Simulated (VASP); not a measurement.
# Zn (Pm-3m) in VASP: further runs

The runs below take Zn through single point, with PBE.

Everything below comes from runs of VASP 6.6.1. Logs are shortened: lines on timing, memory, paths and dates and some standing lists are left out, and cuts for length are marked.

### 1 The cell of the first run

Symmetry: Pm-3m, No. 221, cubic system. The conventional cell has a = 2.519 Å, b = 2.519 Å, c = 2.519 Å, α = 90.00°, β = 90.00°, γ = 90.00°. Within 3.3 Å of Zn (site symmetry m-3m) lie 6 Zn at 2.52 Å.

This isn't the form of Zn at room conditions, which is hcp.

### 2 Single point, PBE (15.99 Å³/atom)

INCAR reads:

```
SYSTEM = Zn
ALGO = Normal
EDIFF = 1E-7
ENCUT = 520
GGA = PE
ISIF = 2
ISMEAR = -1
LASPH = .True.
LCHARG = .True.
LELF = .True.
LREAL = .False.
LVHAR = .True.
LWAVE = .False.
NBANDS = 12
NELM = 100
PREC = Accurate
SIGMA = 0.1
```

KPOINTS reads:

```
k-points
0
Gamma
  20 20 20
  0 0 0
```

POSCAR reads:

```
Zn
1.0
    2.5190870787      0.0000000000      0.0000000000
    0.0000000000      2.5190870787      0.0000000000
    0.0000000000      0.0000000000      2.5190870787
Zn
1
Direct
    0.0000000000      0.0000000000      0.0000000000
```

Potentials or basis: VASP PAW PBE potentials, release 64 (Zn).

Command:

```sh
$ cat potpaw_PBE.64/Zn/POTCAR > POTCAR
$ mpirun -np 1 vasp_std > vasp.out
```

OUTCAR:

```text
SYSTEM = Zn
   EDIFF = 1E-7
   ENCUT = 520
   GGA = PE
   ISIF = 2
   ISMEAR = -1
   LASPH = .True.
   LREAL = .False.
   NELM = 100
   PREC = Accurate

 ion  position               nearest neighbor table
   1  0.000  0.000  0.000-

  LATTYP: Found a simple cubic cell.
 ALAT       =     2.5190870787

  Lattice vectors:

 A1 = (   2.5190870787,   0.0000000000,   0.0000000000)
 A2 = (   0.0000000000,   2.5190870787,   0.0000000000)
 A3 = (   0.0000000000,   0.0000000000,   2.5190870787)

Analysis of symmetry for initial positions (statically):
=====================================================================
 Subroutine PRICEL returns:
 Original cell was already a primitive cell.

 Routine SETGRP: Setting up the symmetry group for a
 simple cubic supercell.

 Subroutine GETGRP returns: Found 48 space group operations
 (whereof 48 operations were pure point group operations)
 out of a pool of 48 trial point group operations.

The static configuration has the point symmetry O_h .

Analysis of symmetry for dynamics (positions and initial velocities):
=====================================================================
 Subroutine PRICEL returns:
 Original cell was already a primitive cell.

 Routine SETGRP: Setting up the symmetry group for a
 simple cubic supercell.

 Subroutine GETGRP returns: Found 48 space group operations
 (whereof 48 operations were pure point group operations)
 out of a pool of 48 trial point group operations.

The dynamic configuration has the point symmetry O_h .

 Subroutine INISYM returns: Found 48 space group operations
 (whereof 48 operations are pure point group operations),
 and found     1 'primitive' translations

----------------------------------------------------------------------------------------

                                     Primitive cell

  volume of cell :      15.9856

  direct lattice vectors                    reciprocal lattice vectors
     2.519087079  0.000000000  0.000000000     0.396969207  0.000000000  0.000000000
     0.000000000  2.519087079  0.000000000     0.000000000  0.396969207  0.000000000
     0.000000000  0.000000000  2.519087079     0.000000000  0.000000000  0.396969207

  length of vectors
     2.519087079  2.519087079  2.519087079     0.396969207  0.396969207  0.396969207

  position of ions in fractional coordinates (direct lattice)
     0.000000000  0.000000000  0.000000000

  ion indices of the primitive-cell ions
   primitive index   ion index
                 1           1

----------------------------------------------------------------------------------------

 KPOINTS: k-points

Automatic generation of k-mesh.
 Grid dimensions read from file:
 generate k-points for:   20   20   20

 Generating k-lattice:

  Cartesian coordinates                     Fractional coordinates (reciprocal lattice)
     0.019848460  0.000000000  0.000000000     0.050000000  0.000000000  0.000000000
     0.000000000  0.019848460  0.000000000     0.000000000  0.050000000  0.000000000
     0.000000000  0.000000000  0.019848460     0.000000000  0.000000000  0.050000000

  Length of vectors
     0.019848460  0.019848460  0.019848460

  Shift w.r.t. Gamma in fractional coordinates (k-lattice)
     0.000000000  0.000000000  0.000000000

 Subroutine IBZKPT returns following result:
 ===========================================

 Found    286 irreducible k-points:

 Following reciprocal coordinates:
            Coordinates               Weight
  0.000000  0.000000  0.000000      1.000000
  0.050000  0.000000  0.000000      6.000000
  0.100000  0.000000  0.000000      6.000000
  0.150000  0.000000  0.000000      6.000000
  0.200000  0.000000  0.000000      6.000000
  0.250000  0.000000  0.000000      6.000000
[... 16 lines left out ...]
  0.150000  0.100000  0.000000     24.000000
  0.200000  0.100000  0.000000     24.000000
 [... further k-points ...]
   k-points           NKPTS =    286   k-points in BZ     NKDIM =    286   number of bands    NBANDS=     12
   number of dos      NEDOS =    301   number of ions     NIONS =      1
   total plane-waves  NPLWV =   8000
   dimension x,y,z NGX =    20 NGY =   20 NGZ =   20
   dimension x,y,z NGXF=    40 NGYF=   40 NGZF=   40
   ions per type =               1
   NGX,Y,Z   is equivalent  to a cutoff of  13.20, 13.20, 13.20 a.u.
   NGXF,Y,Z  is equivalent  to a cutoff of  26.40, 26.40, 26.40 a.u.
 SYSTEM =  Zn
   PREC   = accura    normal or accurate (medium, high low for compatibility)
   ISTART =      0    job   : 0-new  1-cont  2-samecut
   ICHARG =      2    charge: 1-file 2-atom 10-const
   ISPIN  =      1    spin polarized calculation?
   LNONCOLLINEAR =      F non collinear calculations
   LSORBIT =      F    spin-orbit coupling
   LASPH  =      T    aspherical Exc in radial PAW
   ENCUT  =  520.0 eV  38.22 Ry    6.18 a.u.   4.68  4.68  4.68*2*pi/ulx,y,z
   NELM   =    100;   NELMIN=  2; NELMDL= -5     # of ELM steps
   EDIFF  = 0.1E-06   stopping-criterion for ELM
   LREAL  =      F    real-space projection
   EDIFFG = 0.1E-05   stopping-criterion for IOM
   NSW    =      0    number of steps for IOM
   IBRION =     -1    ionic relax: 0-MD 1-quasi-New 2-CG
   NFREE  =      0    steps in history (QN), initial steepest desc. (CG)
   ISIF   =      2    stress and relaxation
   ISYM   =      2    0-nonsym 1-usesym 2-fastsym
   POTIM  = 0.5000    time-step for ionic-motion
   TEBEG  =    0.0;   TEEND  =   0.0 temperature during run
   PSTRESS=    0.0 pullay stress
   NELECT =      12.0000    total number of electrons
   NUPDOWN=      -1.0000    fix difference up-down
   EMIN   =  10.00;   EMAX   =-10.00  energy-range for DOS
   EFERMI =   0.00;   METHOD = LEGACY
   ISMEAR =    -1;   SIGMA  =   0.10  broadening in eV -4-tet -1-fermi 0-gaus
   EFERMI_NEDOS =   21; number of points for ismear=-14 and -15
   IALGO  =     38    algorithm
   IMIX   =      4    mixing-type and parameters
     AMIX     =   0.40;   BMIX     =  1.00
     AMIX_MAG =   1.60;   BMIX_MAG =  1.00
  volume/ion in A,a.u.               =      15.99       107.88
  Fermi-wavevector in a.u.,A,eV,Ry     =   1.487849  2.811626 30.119127  2.213693
  Thomas-Fermi vector in A             =   2.600958
   LORBIT       =      0    0 simple, 1 ext, 2 COOP (PROOUT), +10 PAW based schemes
   GGA     = PE    functional components
   LHFCALC =     F    Hartree Fock is set to
   AEXX    =    0.0000 exact exchange contribution
   IVDW    =     0    specifies the selected vdW correction
   LEPSILON=     F    determine dielectric tensor
   LRPA    =     F    only Hartree local field effects (RPA)
 non-spin polarized calculation
  energy-cutoff  :      520.00
  volume of cell :       15.99
 maximum number of plane-waves:       449
 NGX is ok and might be reduce to    20
   NGX =  9   NGY =  9   NGZ =  9

 number of electron      12.0000024 magnetization

 Free energy of the ion-electron system (eV)
  ---------------------------------------------------
  ext. energy  EPLUGINS =         0.00000000
  ---------------------------------------------------
  free energy    TOTEN  =        -0.83102945 eV

  energy without entropy =       -0.82017174  energy(sigma->0) =       -0.82560059

 E-fermi :   2.5795     XC(G=0): -11.2199

 val. band max:        2.5673416997   @ k =   0.4000   0.1000   0.0500
 cond. band min:       2.6131815189   @ k =   0.5000   0.4000   0.0000
 fundamental gap:      0.0458398192
 Fermi energy:         2.5795011708

 k-point     1 :       0.0000    0.0000    0.0000
  band No.  band energies     occupation
      1      -7.2848      2.00000
      2      -5.7425      2.00000
      3      -5.7425      2.00000
      4      -4.2941      2.00000
      5      -4.2941      2.00000
      6      -4.2941      2.00000
      7      15.8847      0.00000
      8      15.8847      0.00000
      9      15.8847      0.00000
     10      18.8847      0.00000
     11      18.8847      0.00000
     12      22.1703      0.00000

 k-point     2 :       0.0500    0.0000    0.0000
  band No.  band energies     occupation
      1      -7.2239      2.00000
      2      -5.7386      2.00000
      3      -5.7241      2.00000
      4      -4.3050      2.00000
      5      -4.3050      2.00000
      6      -4.2932      2.00000
      7      14.7925      0.00000
      8      15.9570      0.00000
      9      15.9570      0.00000
     10      18.9274      0.00000
     11      19.7416      0.00000
     12      22.5382      0.00000

 k-point     3 :       0.1000    0.0000    0.0000
  band No.  band energies     occupation
      1      -7.0450      2.00000
      2      -5.7273      2.00000
      3      -5.6666      2.00000
      4      -4.3364      2.00000
      5      -4.3364      2.00000
      6      -4.2906      2.00000
      7      12.9100      0.00000
      8      16.1726      0.00000
      9      16.1726      0.00000
     10      19.0557      0.00000
     11      20.6675      0.00000
     12      23.8903      0.00000
[... 286 lines left out ...]
 k-point    23 :       0.1500    0.1000    0.0000
  band No.  band energies     occupation
      1      -6.5274      2.00000
      2      -5.6505      2.00000
      3      -5.5328      2.00000
      4      -4.4197      2.00000
      5      -4.3813      2.00000
      6      -4.3270      2.00000
      7      11.1424      0.00000
      8      13.5872      0.00000
      9      16.8138      0.00000
     10      20.2637      0.00000
     11      23.5729      0.00000
     12      26.1879      0.00000

 k-point    24 :       0.2000    0.1000    0.0000
  band No.  band energies     occupation
      1      -6.1948      2.00000
      2      -5.6227      2.00000
      3      -5.3513      2.00000
      4      -4.4650      2.00000
      5      -4.4408      2.00000
      6      -4.3216      2.00000
      7       9.2542      0.00000
      8      13.9981      0.00000
      9      17.2993      0.00000
     10      20.5790      0.00000
     11      23.9428      0.00000
     12      27.8214      0.00000

 [... further k-points ...]
[... 5 lines left out ...]
  --------------------------------------------------------------------------------------
  -------------------------------------------------------------------------------------
  Total        0.8936656      0.8936656      0.8936656      0.0000000      0.0000000     -0.0000000
  in kB       89.5686629     89.5686629     89.5686629      0.0000000      0.0000000     -0.0000000
  external PRESSURE =      89.5686629 kB  Pullay stress =       0.0000000 kB

 VOLUME and BASIS-vectors are now :
 -----------------------------------------------------------------------------
  energy-cutoff  :      520.00
  volume of cell :       15.99
      direct lattice vectors                 reciprocal lattice vectors
     2.519087079  0.000000000  0.000000000     0.396969207  0.000000000  0.000000000
     0.000000000  2.519087079  0.000000000     0.000000000  0.396969207  0.000000000
     0.000000000  0.000000000  2.519087079     0.000000000  0.000000000  0.396969207

 POSITION                                       TOTAL-FORCE (eV/Angst)
 -----------------------------------------------------------------------------------
      0.00000      0.00000      0.00000         0.000000      0.000000      0.000000
 -----------------------------------------------------------------------------------
    total drift:                                0.000000      0.000000      0.000000

  FREE ENERGIE OF THE ION-ELECTRON SYSTEM (eV)
  ---------------------------------------------------
  free  energy   TOTEN  =        -0.8310294495 eV

  energy  without entropy=       -0.8201717356  energy(sigma->0) =       -0.82560059
```

Wall time 54 s (1 thread of Intel Xeon 8259CL, shared host); peak memory 0.16 GiB.

Results:

```yaml
Free_energy: -0.8310 eV
Pressure: 9.0 GPa
Band_gap_on_the_k_mesh: zero (bands 6 and 7 overlap by 8.82 eV)
```

Caveat: the cell stands under pressure.

### 3 Single point, PBE (16.71 Å³/atom)

This run uses another cell than the first one, of 16.71 Å³/atom.

INCAR reads:

```
PREC     = Accurate       # precision mode
ENCUT    = 520            # plane-wave cutoff, eV
EDIFF    = 1E-6           # SCF threshold, eV
ISMEAR   = -1             # smearing method
SIGMA    = 0.1            # smearing width, eV
LREAL    = False          # projectors in reciprocal space
LASPH    = True           # aspherical terms in the spheres
NELM     = 100            # most SCF steps
ALGO     = Normal         # electronic algorithm
ISIF     = 2              # what is computed and relaxed
LWAVE    = False          # write WAVECAR
LCHARG   = False          # write CHGCAR
GGA      = PE             # functional
NBANDS   = 12             # bands
```

KPOINTS reads:

```
Automatic mesh
0
Gamma
  20 20 20
```

POSCAR reads:

```
Zn
1.0
    2.5566909372      0.0000000000      0.0000000000
    0.0000000000      2.5566909372      0.0000000000
    0.0000000000      0.0000000000      2.5566909372
Zn
1
Direct
    0.0000000000      0.0000000000      0.0000000000
```

Potentials or basis: VASP PAW PBE potentials, release 64 (Zn).

Command:

```sh
$ cat potpaw_PBE.64/Zn/POTCAR > POTCAR
$ mpirun -np 1 vasp_std > vasp.out
```

Run time: 40 s. Hardware: 1 thread of Intel Xeon 8259CL, shared host; peak memory 0.17 GiB.

The run converged. Its results:

* Free energy: -0.8631 eV
* Pressure: 5.3 GPa
* Band gap on the k mesh: zero (bands 6 and 7 overlap by 8.68 eV)

Levels at points of the mesh, in eV from the Fermi level:
| k point | band 2 | band 3 | band 4 | band 5 | band 6 | band 7 | band 8 | band 9 | band 10 | band 11 |
| --- | --- | --- | --- | --- | --- | --- | --- | --- | --- | --- |
| (0.00, 0.00, 0.00) | -8.16 | -8.16 | -6.82 | -6.82 | -6.82 | 12.93 | 12.93 | 12.93 | 15.89 | 15.89 |
| (0.50, 0.00, 0.00) | -7.95 | -7.21 | -7.21 | -6.78 | -3.11 | -2.83 | 17.82 | 17.82 | 20.10 | 20.17 |
| (0.50, 0.50, 0.00) | -7.80 | -7.14 | -7.14 | -6.51 | 1.38 | 1.38 | 3.02 | 6.32 | 23.29 | 24.65 |
| (0.50, 0.50, 0.50) | -7.86 | -7.86 | -6.49 | -6.49 | 5.84 | 5.84 | 5.84 | 10.80 | 11.08 | 11.08 |

Caveat: the cell stands under pressure.

(Part 1 of 2 ends here.)
